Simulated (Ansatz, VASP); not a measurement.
# One calculation of LiNiF4, two programs

```
CELL_PARAMETERS angstrom
0.00000 3.23685 3.23685
3.23685 0.00000 3.23685
3.23685 3.23685 0.00000
ATOMIC_POSITIONS crystal
Li 0.50000 0.50000 0.50000
Ni 0.25000 0.25000 0.25000
F 0.87506 0.87506 0.37481
F 0.37481 0.87506 0.87506
F 0.87506 0.37481 0.87506
F 0.87506 0.87506 0.87506
```

Alike in both runs: task single point; functional PBE; k mesh 10 × 10 × 10; occupations gaussian, width 0.1 eV; collinear spin.

```csv
,VASP,Ansatz
version,VASP 6.6.1,Ansatz 0.2.0
potentials or method,"VASP PAW PBE potentials, release 64 (Li_sv, Ni, F), cutoff 520 eV","scalar-relativistic, plane waves, PAW"
valence electrons in the cell,41,49
```

```csv
,VASP,Ansatz,Ansatz less VASP
gap on the k mesh at the Fermi level (eV),none,none,-
rms of the force components (eV/Å),0.006,0.001,-0.0050
net moment per atom (μB),0.50,0.00,-0.496
size of the moment on the site where the two differ most (μB),1.35,1.40,+0.049
```

The net moments are unlike, so the other rows may belong to different states. Site moments also hang on the region over which each program counts them. Atom by atom the forces differ by 0.005 eV/Å (rms over components). A gap of «none» marks a metal or a gap that the smearing closes. VASP's potentials hold 41 valence electrons a cell and Ansatz's 49, so a difference there can come from the potentials and not from the codes. Ansatz's warnings: stability check not made.

Noted on VASP's run: the cutoff is short for stress, so the pressure is rough.
